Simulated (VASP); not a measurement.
# Mg9O8 (a cell with a defect) in VASP: notebook

Mg9O8 (a cell with a defect) is run at these levels: PBE; tasks: single point.

Program: VASP 6.6.1. These are calculated values, not measurements. Logs are shortened: lines on timing, memory, paths and dates and some standing lists are left out, and cuts for length are marked.

**1. The cell of the first run**

The cell holds a defect, 17 atoms: a = 5.694 Å, b = 5.694 Å, c = 5.694 Å, α = 60.00°, β = 60.00°, γ = 60.00°.

**2. Single point, PBE**

INCAR

```
SYSTEM = Mg9O8
ALGO = Normal ; EDIFF = 1E-6
ENCUT = 750 ; GGA = PE
GGA_COMPAT = .False. ; ISIF = 2
ISMEAR = 0 ; LASPH = .True.
LCHARG = .True. ; LELF = .True.
LREAL = Auto ; LVHAR = .True.
LWAVE = .False. ; NBANDS = 83
NELM = 120 ; PREC = Accurate
SIGMA = 0.05
```

KPOINTS

```
k-points
0
Gamma
  2 2 2
  0 0 0
```

POSCAR

```
Mg9O8
1.0
    0.0000000000      4.0260000000      4.0260000000
    4.0260000000      0.0000000000      4.0260000000
    4.0260000000      4.0260000000      0.0000000000
Mg O
9 8
Direct
   -0.0003569369     -0.0015885631     -0.0085304518
   -0.0073128456     -0.0085483504      0.4898759647
   -0.0352244581      0.5114526547      0.0105085996
   -0.0006161120      0.4926828761      0.4977106240
    0.5127677712     -0.0364443603      0.0104470334
    0.4938277699     -0.0018573268      0.4977378009
    0.5423947844      0.5411570878      0.0397000226
    0.5127409307      0.5114444703      0.4622703288
    0.4013622871      0.4001501645      0.8985939886
    0.2236996045      0.2225239896      0.2683709279
    0.2570629775      0.2557954135      0.7547716052
    0.2316295014      0.7592259292      0.2581300866
    0.2231698345      0.7695749679      0.7211016466
    0.7604378341      0.2303475537      0.2581430697
    0.7708013316      0.2219731435      0.7210828989
    0.7535327176      0.7523049329      0.2512963076
    0.7607061080      0.7594810168      0.7294515469
```

Potentials or basis: VASP PAW PBE potentials, release 64 (Mg_sv, O).

Started as:

```
$ cat potpaw_PBE.64/Mg_sv/POTCAR potpaw_PBE.64/O/POTCAR > POTCAR
$ mpirun -np 1 vasp_std > vasp.out
```

OUTCAR:

```text
SYSTEM = Mg9O8
   EDIFF = 1E-6
   ENCUT = 750
   GGA = PE
   ISIF = 2
   ISMEAR = 0
   LASPH = .True.
   LREAL = Auto
   NELM = 120
   PREC = Accurate

 ion  position               nearest neighbor table
   1  1.000  0.998  0.991-  16 1.98  14 2.01  12 2.01  13 2.02  15 2.02  11 2.08
   2  0.993  0.991  0.490-  13 1.86  15 1.86  10 1.86  12 1.87  17 1.87  14 1.87
   3  0.965  0.511  0.011-  16 1.95  17 1.97  14 1.97   9 2.06  11 2.07  13 2.09  10 2.09   7 2.25

   4  0.999  0.493  0.498-  16 1.98  17 2.01  12 2.01  15 2.02  10 2.02  11 2.08
   5  0.513  0.964  0.010-  16 1.95  17 1.97  12 1.97   9 2.06  11 2.07  15 2.09  10 2.09   7 2.25

   6  0.494  0.998  0.498-  16 1.98  17 2.01  14 2.01  13 2.02  10 2.02  11 2.08
   7  0.542  0.541  0.040-  17 1.83  12 1.83  14 1.83   9 1.97   8 2.25   3 2.25   5 2.25
   8  0.513  0.511  0.462-  16 1.95  14 1.97  12 1.97   9 2.06  11 2.07  15 2.09  13 2.09   7 2.25

   9  0.401  0.400  0.899-  13 1.80  15 1.80  10 1.80   7 1.97  11 2.01   8 2.06   3 2.06   5 2.06

  10  0.224  0.223  0.268-   9 1.80   2 1.86   6 2.02   4 2.02   3 2.09   5 2.09
  11  0.257  0.256  0.755-   9 2.01   8 2.07   5 2.07   3 2.07   6 2.08   4 2.08   1 2.08
  12  0.232  0.759  0.258-   7 1.83   2 1.87   8 1.97   5 1.97   1 2.01   4 2.01
  13  0.223  0.770  0.721-   9 1.80   2 1.86   1 2.02   6 2.02   3 2.09   8 2.09
  14  0.760  0.230  0.258-   7 1.83   2 1.87   8 1.97   3 1.97   1 2.01   6 2.01
  15  0.771  0.222  0.721-   9 1.80   2 1.86   1 2.02   4 2.02   5 2.09   8 2.09
  16  0.754  0.752  0.251-   5 1.95   3 1.95   8 1.95   1 1.98   4 1.98   6 1.98
  17  0.761  0.759  0.729-   7 1.83   2 1.87   5 1.97   3 1.97   4 2.01   6 2.01

  LATTYP: Found a face centered cubic cell.
 ALAT       =     8.0520000000

  Lattice vectors:

 A1 = (   0.0000000000,   4.0260000000,   4.0260000000)
 A2 = (   4.0260000000,   0.0000000000,   4.0260000000)
 A3 = (   4.0260000000,   4.0260000000,   0.0000000000)

Analysis of symmetry for initial positions (statically):
=====================================================================
 Subroutine PRICEL returns:
 Original cell was already a primitive cell.

 Routine SETGRP: Setting up the symmetry group for a
 face centered cubic supercell.

 Subroutine GETGRP returns: Found  1 space group operations
 (whereof  1 operations were pure point group operations)
 out of a pool of 48 trial point group operations.

The static configuration has the point symmetry C_1 .

Analysis of symmetry for dynamics (positions and initial velocities):
=====================================================================
 Subroutine PRICEL returns:
 Original cell was already a primitive cell.

 Routine SETGRP: Setting up the symmetry group for a
 face centered cubic supercell.

 Subroutine GETGRP returns: Found  1 space group operations
 (whereof  1 operations were pure point group operations)
 out of a pool of 48 trial point group operations.

The dynamic configuration has the point symmetry C_1 .

 Subroutine INISYM returns: Found  1 space group operations
 (whereof  1 operations are pure point group operations),
 and found     1 'primitive' translations

----------------------------------------------------------------------------------------

                                     Primitive cell

  volume of cell :     130.5123

  direct lattice vectors                    reciprocal lattice vectors
     0.000000000  4.026000000  4.026000000    -0.124192747  0.124192747  0.124192747
     4.026000000  0.000000000  4.026000000     0.124192747 -0.124192747  0.124192747
     4.026000000  4.026000000  0.000000000     0.124192747  0.124192747 -0.124192747

  length of vectors
     5.693623802  5.693623802  5.693623802     0.215108148  0.215108148  0.215108148

  position of ions in fractional coordinates (direct lattice)
     0.999643063  0.998411437  0.991469548
     0.992687154  0.991451650  0.489875965
     0.964775542  0.511452655  0.010508600
     0.999383888  0.492682876  0.497710624
     0.512767771  0.963555640  0.010447033
     0.493827770  0.998142673  0.497737801
[... 9 lines left out ...]
     0.753532718  0.752304933  0.251296308
     0.760706108  0.759481017  0.729451547

  ion indices of the primitive-cell ions
   primitive index   ion index
                 1           1
                 2           2
                 3           3
                 4           4
                 5           5
                 6           6
[... 9 lines left out ...]
                16          16
                17          17

----------------------------------------------------------------------------------------

 KPOINTS: k-points

Automatic generation of k-mesh.
 Grid dimensions read from file:
 generate k-points for:    2    2    2

 Generating k-lattice:

  Cartesian coordinates                     Fractional coordinates (reciprocal lattice)
    -0.062096374  0.062096374  0.062096374     0.500000000  0.000000000  0.000000000
     0.062096374 -0.062096374  0.062096374     0.000000000  0.500000000  0.000000000
     0.062096374  0.062096374 -0.062096374     0.000000000  0.000000000  0.500000000

  Length of vectors
     0.107554074  0.107554074  0.107554074

  Shift w.r.t. Gamma in fractional coordinates (k-lattice)
     0.000000000  0.000000000  0.000000000

 Subroutine IBZKPT returns following result:
 ===========================================

 Found      8 irreducible k-points:

 Following reciprocal coordinates:
            Coordinates               Weight
  0.000000  0.000000  0.000000      1.000000
  0.500000  0.000000  0.000000      1.000000
  0.000000  0.500000  0.000000      1.000000
  0.000000  0.000000  0.500000      1.000000
  0.500000  0.500000  0.500000      1.000000
  0.500000  0.500000  0.000000      1.000000
  0.000000  0.500000  0.500000      1.000000
  0.500000  0.000000  0.500000      1.000000
   k-points           NKPTS =      8   k-points in BZ     NKDIM =      8   number of bands    NBANDS=     83
   number of dos      NEDOS =    301   number of ions     NIONS =     17
   total plane-waves  NPLWV = 157464
   dimension x,y,z NGX =    54 NGY =   54 NGZ =   54
   dimension x,y,z NGXF=   108 NGYF=  108 NGZF=  108
   ions per type =               9   8
   NGX,Y,Z   is equivalent  to a cutoff of  15.77, 15.77, 15.77 a.u.
   NGXF,Y,Z  is equivalent  to a cutoff of  31.53, 31.53, 31.53 a.u.
 SYSTEM =  Mg9O8
   PREC   = accura    normal or accurate (medium, high low for compatibility)
   ISTART =      0    job   : 0-new  1-cont  2-samecut
   ICHARG =      2    charge: 1-file 2-atom 10-const
   ISPIN  =      1    spin polarized calculation?
   LNONCOLLINEAR =      F non collinear calculations
   LSORBIT =      F    spin-orbit coupling
   LASPH  =      T    aspherical Exc in radial PAW
   ENCUT  =  750.0 eV  55.12 Ry    7.42 a.u.  12.71 12.71 12.71*2*pi/ulx,y,z
   NELM   =    120;   NELMIN=  2; NELMDL= -5     # of ELM steps
   EDIFF  = 0.1E-05   stopping-criterion for ELM
   LREAL  =      T    real-space projection
   EDIFFG = 0.1E-04   stopping-criterion for IOM
   NSW    =      0    number of steps for IOM
   IBRION =     -1    ionic relax: 0-MD 1-quasi-New 2-CG
   NFREE  =      0    steps in history (QN), initial steepest desc. (CG)
   ISIF   =      2    stress and relaxation
   ISYM   =      2    0-nonsym 1-usesym 2-fastsym
   POTIM  = 0.5000    time-step for ionic-motion
   TEBEG  =    0.0;   TEEND  =   0.0 temperature during run
   PSTRESS=    0.0 pullay stress
   NELECT =     138.0000    total number of electrons
   NUPDOWN=      -1.0000    fix difference up-down
   EMIN   =  10.00;   EMAX   =-10.00  energy-range for DOS
   EFERMI =   0.00;   METHOD = LEGACY
   ISMEAR =     0;   SIGMA  =   0.05  broadening in eV -4-tet -1-fermi 0-gaus
   EFERMI_NEDOS =   21; number of points for ismear=-14 and -15
   IALGO  =     38    algorithm
   IMIX   =      4    mixing-type and parameters
     AMIX     =   0.40;   BMIX     =  1.00
     AMIX_MAG =   1.60;   BMIX_MAG =  1.00
  volume/ion in A,a.u.               =       7.68        51.81
  Fermi-wavevector in a.u.,A,eV,Ry     =   1.667826  3.151734 37.846561  2.781644
  Thomas-Fermi vector in A             =   2.753780
   LORBIT       =      0    0 simple, 1 ext, 2 COOP (PROOUT), +10 PAW based schemes
   GGA     = PE    functional components
   LHFCALC =     F    Hartree Fock is set to
   AEXX    =    0.0000 exact exchange contribution
   IVDW    =     0    specifies the selected vdW correction
   LEPSILON=     F    determine dielectric tensor
   LRPA    =     F    only Hartree local field effects (RPA)
 non-spin polarized calculation
 Gauss-broadening in eV      SIGMA  =   0.05
  energy-cutoff  :      750.00
  volume of cell :      130.51
 maximum number of plane-waves:      6116
 NGX is ok and might be reduce to    54
   NGX = 25   NGY = 25   NGZ = 25

 number of electron     137.9999993 magnetization

 Free energy of the ion-electron system (eV)
  ---------------------------------------------------
  ext. energy  EPLUGINS =         0.00000000
  ---------------------------------------------------
  free energy    TOTEN  =       -74.05918493 eV

  energy without entropy =      -74.04954377  energy(sigma->0) =      -74.05436435

 E-fermi :  11.8217     XC(G=0): -12.4997

 val. band max:       11.8066100964   @ k =   0.5000   0.0000   0.5000
 cond. band min:      12.1001800496   @ k =   0.0000   0.0000   0.5000
 fundamental gap:      0.2935699532
 Fermi energy:        11.8216554578

 k-point     1 :       0.0000    0.0000    0.0000
  band No.  band energies     occupation
      1     -68.1817      2.00000
      2     -68.1194      2.00000
      3     -68.1177      2.00000
      4     -67.9529      2.00000
      5     -67.1914      2.00000
      6     -67.1834      2.00000
[... 73 lines left out ...]
     80      18.0542      0.00000
     81      18.0597      0.00000

 k-point     2 :       0.5000    0.0000    0.0000
  band No.  band energies     occupation
      1     -68.1707      2.00000
      2     -68.1314      2.00000
      3     -68.1188      2.00000
      4     -67.9513      2.00000
      5     -67.1884      2.00000
      6     -67.1862      2.00000
[... 496 lines left out ...]
 k-point     8 :       0.5000    0.0000    0.5000
  band No.  band energies     occupation
      1     -68.1693      2.00000
      2     -68.1315      2.00000
      3     -68.1190      2.00000
      4     -67.9523      2.00000
      5     -67.1884      2.00000
      6     -67.1862      2.00000
[... 73 lines left out ...]
     80      16.9621      0.00000
     81      17.1428      0.00000
 [bands above 81 left out]

------------------------ aborting loop because EDIFF is reached ----------------------------------------

  FORCE on cell =-STRESS in cart. coord.  units (eV):
  Direction    XX          YY          ZZ          XY          YZ          ZX
  --------------------------------------------------------------------------------------
  -------------------------------------------------------------------------------------
  Total       70.7555380     70.7476077     70.6433602      3.6523544      3.6518293      3.6467720
  in kB      868.5997754    868.5024224    867.2226728     44.8365499     44.8301042     44.7680203
  external PRESSURE =     868.1082902 kB  Pullay stress =       0.0000000 kB

 VOLUME and BASIS-vectors are now :
 -----------------------------------------------------------------------------
  energy-cutoff  :      750.00
  volume of cell :      130.51
      direct lattice vectors                 reciprocal lattice vectors
     0.000000000  4.026000000  4.026000000    -0.124192747  0.124192747  0.124192747
     4.026000000  0.000000000  4.026000000     0.124192747 -0.124192747  0.124192747
     4.026000000  4.026000000  0.000000000     0.124192747  0.124192747 -0.124192747

 POSITION                                       TOTAL-FORCE (eV/Angst)
 -----------------------------------------------------------------------------------
      8.01126      8.01622      8.04417        -0.003695     -0.002662      0.014280
      5.96382      5.96880      7.98814         0.000177     -0.000483     -0.001906
      2.10142      3.92649      5.94329        -0.017743      0.012740      0.014910
      3.98732      6.02730      6.00706        -0.005761      0.012965     -0.002693
      3.92133      2.10646      5.94368         0.012956     -0.017165      0.011206
      6.02241      3.99204      6.00667         0.011793     -0.003262      0.000506
[... 9 lines left out ...]
      4.04050      4.04544      6.06250        -0.002810      0.000328      0.003402
      5.99444      5.99937      6.12027        -0.011880     -0.009604      0.022988
 -----------------------------------------------------------------------------------
    total drift:                                0.001039      0.000872      0.011080

  FREE ENERGIE OF THE ION-ELECTRON SYSTEM (eV)
  ---------------------------------------------------
  free  energy   TOTEN  =       -74.0591849317 eV

  energy  without entropy=      -74.0495437718  energy(sigma->0) =      -74.05436435
```

It took 4.7 min on 1 thread of AMD EPYC 9R45 (Zen 5), shared host; peak memory 0.38 GiB.

What came out:

| Property | Result |
| --- | --- |
| Free energy | -74.0592 eV |
| Pressure | 86.8 GPa |
| Largest force | 0.040 eV/Å |
| Band gap on the k mesh | zero (bands 69 and 70 overlap by 0.16 eV) |

Forces in eV/Å, atoms in the order of the input:
```
Mg  -0.004 -0.003  0.014
Mg   0.000  0.000 -0.002
Mg  -0.018  0.013  0.015
Mg  -0.006  0.013 -0.003
Mg   0.013 -0.017  0.011
Mg   0.012 -0.003  0.001
Mg   0.007  0.006  0.002
Mg   0.016  0.015 -0.020
Mg  -0.024 -0.025 -0.020
O    0.013  0.013 -0.020
O   -0.003 -0.008 -0.007
O    0.016 -0.003 -0.008
O    0.015 -0.022  0.010
O   -0.001  0.019 -0.010
O   -0.023  0.011  0.011
O   -0.003  0.000  0.003
O   -0.012 -0.010  0.023
```

Caveat: the k points lie up to 0.68 Å⁻¹ apart.

[end of part 1 of 2]
